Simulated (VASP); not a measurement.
# LaTe (Fm-3m) in VASP: notebook, part 2 of 2

VASP 6.6.1. The steps go on from the part before.

**3. Relaxation of cell and atoms, LDA**

This run uses another cell than the first one, of 34.14 Å³/atom, 1.070 times its volume.

INCAR reads:

```
SYSTEM = LaTe
  PREC = Accurate
  ENCUT = 600
  EDIFF = 1E-6
  ISMEAR = 0
  SIGMA = 0.1
  LREAL = .FALSE.
  LASPH = .TRUE.
  NELM = 100
  ALGO = Normal
  ISIF = 3
  LWAVE = .FALSE.
  LCHARG = .FALSE.
  GGA = CA
  IBRION = 2
  NSW = 70
  EDIFFG = -0.005
```

KPOINTS reads:

```
Automatic mesh
0
G
  12 12 12
  0 0 0
```

POSCAR reads:

```
LaTe
1.0
    0.0000000000      3.2441131693      3.2441131693
    3.2441131693      0.0000000000      3.2441131693
    3.2441131693      3.2441131693      0.0000000000
La Te
1 1
Direct
    0.0000000000      0.0000000000      0.0000000000
    0.5000000000      0.5000000000      0.5000000000
```

Potentials or basis: VASP PAW LDA potentials, release 64 (La, Te).

On the command line:

```
$ cat potpaw_LDA.64/La/POTCAR potpaw_LDA.64/Te/POTCAR > POTCAR
$ mpirun -np 1 vasp_std > vasp.out
```

OUTCAR:

```text
SYSTEM = LaTe
   PREC = Accurate
   ENCUT = 600
   EDIFF = 1E-6
   ISMEAR = 0
   LREAL = .FALSE.
   LASPH = .TRUE.
   NELM = 100
   ISIF = 3
   GGA = CA
   IBRION = 2
   NSW = 70
   EDIFFG = -0.005

 ion  position               nearest neighbor table
   1  0.000  0.000  0.000-   2 3.24   2 3.24   2 3.24   2 3.24   2 3.24   2 3.24
   2  0.500  0.500  0.500-   1 3.24   1 3.24   1 3.24   1 3.24   1 3.24   1 3.24

  LATTYP: Found a face centered cubic cell.
 ALAT       =     6.4882263386

  Lattice vectors:

 A1 = (   0.0000000000,   3.2441131693,   3.2441131693)
 A2 = (   3.2441131693,   0.0000000000,   3.2441131693)
 A3 = (   3.2441131693,   3.2441131693,   0.0000000000)

Analysis of symmetry for initial positions (statically):
[... 33 lines left out ...]
                                     Primitive cell

  volume of cell :      68.2838

  direct lattice vectors                    reciprocal lattice vectors
     0.000000000  3.244113169  3.244113169    -0.154125326  0.154125326  0.154125326
     3.244113169  0.000000000  3.244113169     0.154125326 -0.154125326  0.154125326
     3.244113169  3.244113169  0.000000000     0.154125326  0.154125326 -0.154125326

  length of vectors
     4.587868842  4.587868842  4.587868842     0.266952895  0.266952895  0.266952895

  position of ions in fractional coordinates (direct lattice)
     0.000000000  0.000000000  0.000000000
     0.500000000  0.500000000  0.500000000

  ion indices of the primitive-cell ions
   primitive index   ion index
                 1           1
                 2           2

----------------------------------------------------------------------------------------

 KPOINTS: Automatic mesh

Automatic generation of k-mesh.
 Grid dimensions read from file:
 generate k-points for:   12   12   12

 Generating k-lattice:

  Cartesian coordinates                     Fractional coordinates (reciprocal lattice)
    -0.012843777  0.012843777  0.012843777     0.083333333  0.000000000  0.000000000
     0.012843777 -0.012843777  0.012843777     0.000000000  0.083333333  0.000000000
     0.012843777  0.012843777 -0.012843777     0.000000000  0.000000000  0.083333333

  Length of vectors
     0.022246075  0.022246075  0.022246075

  Shift w.r.t. Gamma in fractional coordinates (k-lattice)
     0.000000000  0.000000000  0.000000000

 Subroutine IBZKPT returns following result:
 ===========================================

 Found     72 irreducible k-points:

 Following reciprocal coordinates:
            Coordinates               Weight
  0.000000  0.000000  0.000000      1.000000
  0.083333  0.000000  0.000000      8.000000
  0.166667  0.000000  0.000000      8.000000
  0.250000  0.000000  0.000000      8.000000
  0.333333  0.000000  0.000000      8.000000
  0.416667  0.000000  0.000000      8.000000
[... 16 lines left out ...]
  0.500000  0.166667  0.000000     24.000000
 -0.416667  0.166667  0.000000     24.000000
 [... further k-points ...]
   k-points           NKPTS =     72   k-points in BZ     NKDIM =     72   number of bands    NBANDS=     12
   number of dos      NEDOS =    301   number of ions     NIONS =      2
   total plane-waves  NPLWV =  64000
   dimension x,y,z NGX =    40 NGY =   40 NGZ =   40
   dimension x,y,z NGXF=    80 NGYF=   80 NGZF=   80
   ions per type =               1   1
   NGX,Y,Z   is equivalent  to a cutoff of  14.49, 14.49, 14.49 a.u.
   NGXF,Y,Z  is equivalent  to a cutoff of  28.99, 28.99, 28.99 a.u.
 SYSTEM =  LaTe
   PREC   = accura    normal or accurate (medium, high low for compatibility)
   ISTART =      0    job   : 0-new  1-cont  2-samecut
   ICHARG =      2    charge: 1-file 2-atom 10-const
   ISPIN  =      1    spin polarized calculation?
   LNONCOLLINEAR =      F non collinear calculations
   LSORBIT =      F    spin-orbit coupling
   LASPH  =      T    aspherical Exc in radial PAW
   ENCUT  =  600.0 eV  44.10 Ry    6.64 a.u.   9.16  9.16  9.16*2*pi/ulx,y,z
   NELM   =    100;   NELMIN=  2; NELMDL= -5     # of ELM steps
   EDIFF  = 0.1E-05   stopping-criterion for ELM
   LREAL  =      F    real-space projection
   EDIFFG = -.5E-02   stopping-criterion for IOM
   NSW    =     70    number of steps for IOM
   IBRION =      2    ionic relax: 0-MD 1-quasi-New 2-CG
   NFREE  =      1    steps in history (QN), initial steepest desc. (CG)
   ISIF   =      3    stress and relaxation
   ISYM   =      2    0-nonsym 1-usesym 2-fastsym
   POTIM  = 0.5000    time-step for ionic-motion
   TEBEG  =    0.0;   TEEND  =   0.0 temperature during run
   PSTRESS=    0.0 pullay stress
   NELECT =      17.0000    total number of electrons
   NUPDOWN=      -1.0000    fix difference up-down
   EMIN   =  10.00;   EMAX   =-10.00  energy-range for DOS
   EFERMI =   0.00;   METHOD = LEGACY
   ISMEAR =     0;   SIGMA  =   0.10  broadening in eV -4-tet -1-fermi 0-gaus
   EFERMI_NEDOS =   21; number of points for ismear=-14 and -15
   IALGO  =     38    algorithm
   IMIX   =      4    mixing-type and parameters
     AMIX     =   0.40;   BMIX     =  1.00
     AMIX_MAG =   1.60;   BMIX_MAG =  1.00
  volume/ion in A,a.u.               =      34.14       230.40
  Fermi-wavevector in a.u.,A,eV,Ry     =   1.029876  1.946184 14.430959  1.060646
  Thomas-Fermi vector in A             =   2.163946
   LORBIT       =      0    0 simple, 1 ext, 2 COOP (PROOUT), +10 PAW based schemes
   GGA     = CA    functional components
   LHFCALC =     F    Hartree Fock is set to
   AEXX    =    0.0000 exact exchange contribution
   IVDW    =     0    specifies the selected vdW correction
   LEPSILON=     F    determine dielectric tensor
   LRPA    =     F    only Hartree local field effects (RPA)
 conjugate gradient relaxation of ions
 non-spin polarized calculation
 Gauss-broadening in eV      SIGMA  =   0.10
  energy-cutoff  :      600.00
  volume of cell :       68.28
 maximum number of plane-waves:      2301
 NGX is ok and might be reduce to    40
   NGX = 19   NGY = 19   NGZ = 19

--------------------------------------- Ionic step        1  -------------------------------------------

 number of electron      16.9999999 magnetization

 Free energy of the ion-electron system (eV)
  ---------------------------------------------------
  ext. energy  EPLUGINS =         0.00000000
  ---------------------------------------------------
  free energy    TOTEN  =       -12.57505276 eV

  energy without entropy =      -12.56847141  energy(sigma->0) =      -12.57176209

------------------------ aborting loop because EDIFF is reached ----------------------------------------

  FORCE on cell =-STRESS in cart. coord.  units (eV):
  Direction    XX          YY          ZZ          XY          YZ          ZX
  --------------------------------------------------------------------------------------
  -------------------------------------------------------------------------------------
  Total       -1.6162461     -1.6162461     -1.6162461     -0.0000000      0.0000000     -0.0000000
  in kB      -37.9227739    -37.9227739    -37.9227739     -0.0000000      0.0000000     -0.0000000
  external PRESSURE =     -37.9227739 kB  Pullay stress =       0.0000000 kB
[... 21 lines left out ...]
  energy  without entropy=      -12.5684714091  energy(sigma->0) =      -12.57176209

--------------------------------------- Ionic step        2  -------------------------------------------

 number of electron      17.0000000 magnetization

 E-fermi :   9.1380     XC(G=0): -10.1618

 val. band max:        9.1144578015   @ k =   0.0833   0.0000   0.0000
 cond. band min:       9.1562009588   @ k =  -0.1667   0.2500   0.0833
 fundamental gap:      0.0417431573
 Fermi energy:         9.1380092162

 k-point     1 :       0.0000    0.0000    0.0000
  band No.  band energies     occupation
      1     -23.8716      2.00000
      2      -7.5980      2.00000
      3      -7.5980      2.00000
      4      -7.5980      2.00000
      5      -3.3656      2.00000
      6       6.9200      2.00000
      7       6.9200      2.00000
      8       6.9200      2.00000
      9       9.0888      1.51367
     10       9.0888      1.51367
     11       9.0888      1.51367
     12       9.8947      0.00000
[... 414 lines left out ...]
  energy  without entropy=      -12.6246152414  energy(sigma->0) =      -12.62755829

--------------------------------------- Ionic step        4  -------------------------------------------

 number of electron      17.0000000 magnetization

 Free energy of the ion-electron system (eV)
  ---------------------------------------------------
  ext. energy  EPLUGINS =         0.00000000
  ---------------------------------------------------
  free energy    TOTEN  =       -12.63052064 eV

  energy without entropy =      -12.62464653  energy(sigma->0) =      -12.62758358

 E-fermi :   8.5948     XC(G=0):  -9.9373

 val. band max:        8.5850404593   @ k =   0.0833   0.0000   0.0000
 cond. band min:       8.6108953599   @ k =  -0.1667   0.2500   0.0833
 fundamental gap:      0.0258549006
 Fermi energy:         8.5947788045

 k-point     1 :       0.0000    0.0000    0.0000
  band No.  band energies     occupation
      1     -24.5744      2.00000
      2      -8.2879      2.00000
      3      -8.2879      2.00000
      4      -8.2879      2.00000
      5      -3.8092      2.00000
      6       6.3366      2.00000
      7       6.3366      2.00000
      8       6.3366      2.00000
      9       8.5662      1.31357
     10       8.5662      1.31357
     11       8.5662      1.31357
     12       9.2985      0.00000
[... 374 lines left out ...]
  FREE ENERGIE OF THE ION-ELECTRON SYSTEM (eV)
  ---------------------------------------------------
  free  energy   TOTEN  =       -12.6305206383 eV

  energy  without entropy=      -12.6246465254  energy(sigma->0) =      -12.62758358

 reached required accuracy - stopping structural energy minimisation
```

OSZICAR:

```text
N       E                     dE             d eps       ncg     rms          rms(c)
DAV:   1     0.153751416793E+03    0.15375E+03   -0.64346E+03  1728   0.185E+03
DAV:   2     0.376127197683E+01   -0.14999E+03   -0.14745E+03  2512   0.251E+02
DAV:   3    -0.111074239871E+02   -0.14869E+02   -0.14641E+02  2264   0.117E+02
[... 34 lines left out ...]
DAV:   1    -0.126306857296E+02   -0.18369E-03   -0.44843E-03  2216   0.729E-01    0.656E-02
DAV:   2    -0.126305462135E+02    0.13952E-03   -0.56712E-04  3060   0.366E-01    0.264E-02
DAV:   3    -0.126305215941E+02    0.24619E-04   -0.96213E-05  2808   0.936E-02    0.487E-03
DAV:   4    -0.126305206778E+02    0.91633E-06   -0.10166E-05  3104   0.236E-02    0.500E-03
DAV:   5    -0.126305206383E+02    0.39475E-07   -0.70379E-07  1552   0.865E-03
   4 F= -.12630521E+02 E0= -.12627584E+02  d E =-.554679E-01
```

CONTCAR:

```text
LaTe
   1.00000000000000
    -0.0000000000000000    3.1725022659896207    3.1725022659896207
     3.1725022659896207    0.0000000000000000    3.1725022659896207
     3.1725022659896207    3.1725022659896207   -0.0000000000000000
  La              Te
     1     1
Direct
     0.0000000000000000    0.0000000000000000    1.0000000000000000
     0.5000000000000000    0.5000000000000000    0.5000000000000000

  0.00000000E+00  0.00000000E+00  0.00000000E+00
  0.00000000E+00  0.00000000E+00  0.00000000E+00
```

Wall time 2.2 min (1 thread of Intel Xeon 6975P-C (Granite Rapids), shared host); peak memory 0.29 GiB.

What came out:

| Item | Value |
| --- | --- |
| Free energy | -12.6305 eV |
| Relaxed volume | 31.93 Å³/atom |
| Relaxed cell | a = 4.487 Å, b = 4.487 Å, c = 4.487 Å, α = 60.00°, β = 60.00°, γ = 60.00° |
| Space group after relaxing (to 0.05 Å) | Fm-3m (No. 225) |
| Energy gained by relaxing | 27.7 meV/atom |
| Ionic steps | 4 |
| Pressure after relaxing | 0.0 GPa |

Step by step:
| step | energy change (eV) | largest force (eV/Å) | pressure (GPa) | volume (Å³) |
| --- | --- | --- | --- | --- |
| 1 | 0.0000 | 0.0000 | -3.79 | 68.28 |
| 2 | -0.0178 | 0.0000 | 3.61 | 60.60 |
| 3 | -0.0554 | 0.0000 | -0.08 | 63.95 |
| 4 | -0.0555 | 0.0000 | 0.01 | 63.86 |

Final structure:
```yaml
crystal:
  lattice:
    - [0.00000, 3.17250, 3.17250]
    - [3.17250, 0.00000, 3.17250]
    - [3.17250, 3.17250, 0.00000]
  atoms:
    - { symbol: La, position: [0.00000, 0.00000, 0.00000] }
    - { symbol: Te, position: [0.50000, 0.50000, 0.50000] }
```

Levels at points of the mesh, in eV from the Fermi level:
```
           k point  band 7  band 8  band 9  band 10  band 11  band 12
(0.00, 0.00, 0.00)   -2.26   -2.26   -0.03    -0.03    -0.03     0.70
(0.50, 0.00, 0.00)   -3.95   -3.95    0.80     1.16     1.16     1.40
(0.50, 0.50, 0.00)   -2.64   -2.64   -1.69     1.27     1.27     1.36
```

Caveat: spin-orbit coupling is left out, which moves the levels of the heavy elements.
